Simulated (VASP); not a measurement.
A run of VASP 6.6.1 is set up as follows.

INCAR

```
SYSTEM = Bi
PREC = Accurate ; ENCUT = 520
EDIFF = 1E-6 ; ISMEAR = -1
SIGMA = 0.05 ; LREAL = .False.
LASPH = .True. ; NELM = 60
ALGO = Normal ; ISIF = 2
LWAVE = .False. ; LCHARG = .True.
GGA = PS ; LELF = .True.
LVHAR = .True. ; NBANDS = 22
```

File KPOINTS:

```
Automatic mesh
0
Gamma
  8 8 4
  0 0 0
```

File POSCAR:

```
Bi
1.0
    3.1846329959      0.0000000000      0.0213773900
    0.0000000000      2.9827072817      0.0000000000
   -0.0365818332      0.0000000000      5.4270070073
Bi
2
Direct
    0.7499349783      0.0000000000      0.7499971331
    0.2500650217      0.0000000000      0.2500028669
```

Potentials or basis: VASP PAW PBE potentials, release 64 (Bi_d).

Launch:

```bash
$ cat potpaw_PBE.64/Bi_d/POTCAR > POTCAR
$ mpirun -np 1 vasp_std > vasp.out
```

Q: Estimate the pressure.

A: 19.9 GPa.

Q: Estimate the band gap on the k mesh.

A: Zero (bands 15 and 16 overlap by 7.26 eV).

Caveat: the cell stands under pressure; the PAW data sets were made with another functional, which shifts forces and pressure a little; spin-orbit coupling is left out, which moves the levels of the heavy elements.
